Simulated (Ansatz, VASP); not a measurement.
**One calculation of SiC, two programs**

Contents of INCAR:

```
ALGO = Normal
EDIFF = 1E-6
ENCUT = 520
GGA = RE
ISIF = 2
ISMEAR = -1
IVDW = 13
LASPH = T
LCHARG = T
LELF = T
LREAL = F
LVHAR = T
LWAVE = F
NBANDS = 36
NELM = 100
PREC = Accurate
SIGMA = 0.05
```

Contents of KPOINTS:

```
k-points
0
Gamma
  10 10 2
```

The input POSCAR:

```
SiC
1.0
    3.1154972861      0.0000000000      0.0000000000
   -1.5577486430      2.6980997952      0.0000000000
    0.0000000000      0.0000000000     15.2704665040
Si C
6 6
Direct
    0.6666666667      0.3333333333      0.4583000000
    0.3333333333      0.6666666667      0.9583000000
    0.6666666667      0.3333333333      0.7917000000
    0.3333333333      0.6666666667      0.2917000000
    0.0000000000      0.0000000000      0.6250000000
    0.0000000000      0.0000000000      0.1250000000
    0.6666666667      0.3333333333      0.3333000000
    0.3333333333      0.6666666667      0.8333000000
    0.6666666667      0.3333333333      0.6667000000
    0.3333333333      0.6666666667      0.1667000000
    0.0000000000      0.0000000000      0.5000000000
    0.0000000000      0.0000000000      0.0000000000
```

File input.yaml:

```yaml
crystal:
  lattice:
    - [3.1154972861, 0.0, 0.0]
    - [-1.557748643, 2.6980997952, 0.0]
    - [0.0, 0.0, 15.270466504]
  atoms:
    - { symbol: Si, position: [0.6666666667, 0.3333333333, 0.4583] }
    - { symbol: Si, position: [0.3333333333, 0.6666666667, 0.9583] }
    - { symbol: Si, position: [0.6666666667, 0.3333333333, 0.7917] }
    - { symbol: Si, position: [0.3333333333, 0.6666666667, 0.2917] }
    - { symbol: Si, position: [0.0, 0.0, 0.625] }
    - { symbol: Si, position: [0.0, 0.0, 0.125] }
    - { symbol: C, position: [0.6666666667, 0.3333333333, 0.3333] }
    - { symbol: C, position: [0.3333333333, 0.6666666667, 0.8333] }
    - { symbol: C, position: [0.6666666667, 0.3333333333, 0.6667] }
    - { symbol: C, position: [0.3333333333, 0.6666666667, 0.1667] }
    - { symbol: C, position: [0.0, 0.0, 0.5] }
    - { symbol: C, position: [0.0, 0.0, 0.0] }
hamiltonian:
  xc: revpbe
  pseudopotentials: { kind: paw }
  dispersion: d4
kpoints:
  mp_grid: { grid: [10, 10, 2] }
scf:
  occupations: { method: fermi_dirac, width: 0.05 }
output:
  forces: true
  stress: true
  eigenvalues: true
```

Alike in both runs: task single point; functional revPBE; dispersion D4; k mesh 10 × 10 × 2; occupations fermi-dirac, width 0.05 eV; no spin polarisation.

|  | VASP | Ansatz |
| --- | --- | --- |
| version | VASP 6.6.1 | Ansatz 0.2.0 |
| potentials or method | VASP PAW PBE potentials, release 64 (Si, C) | Ansatz PAW |
| plane-wave cutoff (eV) | 520 | 420 |
| valence electrons in the cell | 48 | 48 |

Ansatz gave:

```
gap on the k mesh at the Fermi level (eV)                     : 2.04
least direct gap on the mesh (eV)                             : 3.13
pressure (GPa)                                                : -9.8
traceless stress, the component that is largest in VASP (GPa) : 0.55
rms of the force components (eV/Å)                            : 0.038
```

Problem. What did VASP give for the same quantities?

Solution. gap on the k mesh at the Fermi level (eV): 2.03; least direct gap on the mesh (eV): 3.12; pressure (GPa): -10.2; traceless stress, the component that is largest in VASP (GPa): 0.55; rms of the force components (eV/Å): 0.039.

VASP's potentials were made for PBE, not for revPBE. Atom by atom the forces differ by 0.003 eV/Å (rms over components).
